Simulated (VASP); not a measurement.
Wanted: the native input for a VASP 6.6.1 run.

| Property | Result |
| --- | --- |
| Task | single point |
| Functional | PBEsol |
| Potentials or basis | VASP PAW PBE potentials, release 64 (Zn, S) |
| Cutoff | 500 eV |
| k mesh | 9 × 9 × 9 |
| Occupations | fermi-dirac, width 0.05 eV |
| Spin | no spin polarisation |
| Dipole correction | no |
| Further INCAR settings | ALGO = Normal; EDIFF = 1e-06; NBANDS = 16 |

The structure of ZnS lies in POSCAR:

```
ZnS
1.0
    0.0000000000      2.6287975112      2.6287975112
    2.6287975112      0.0000000000      2.6287975112
    2.6287975112      2.6287975112      0.0000000000
Zn S
1 1
Direct
    0.7500000000      0.7500000000      0.7500000000
    0.0000000000      0.0000000000      0.0000000000
```

These files were run (other wordings do the same):

INCAR

```
SYSTEM = ZnS
  PREC = Accurate
  ENCUT = 500
  EDIFF = 1E-6
  ISMEAR = -1
  SIGMA = 0.05
  LREAL = .False.
  LASPH = .True.
  NELM = 120
  ALGO = Normal
  ISIF = 2
  LWAVE = .False.
  LCHARG = .False.
  GGA = PS
  NBANDS = 16
  GGA_COMPAT = .False.
```

KPOINTS

```
Automatic mesh
0
Gamma
  9 9 9
  0 0 0
```

Potentials or basis: VASP PAW PBE potentials, release 64 (Zn, S).

The run is started by

```sh
$ cat potpaw_PBE.64/Zn/POTCAR potpaw_PBE.64/S/POTCAR > POTCAR
$ mpirun -np 1 vasp_std > vasp.out
```

Results of the run:

- Pressure: 5.2 GPa
- Band gap on the k mesh: 2.34 eV

Caveat: the cell stands under pressure; the PAW data sets were made with another functional, which shifts forces and pressure a little.

Wall time 29 s on 1 thread of AMD EPYC 7R13, on a shared host, peak memory 0.13 GiB.
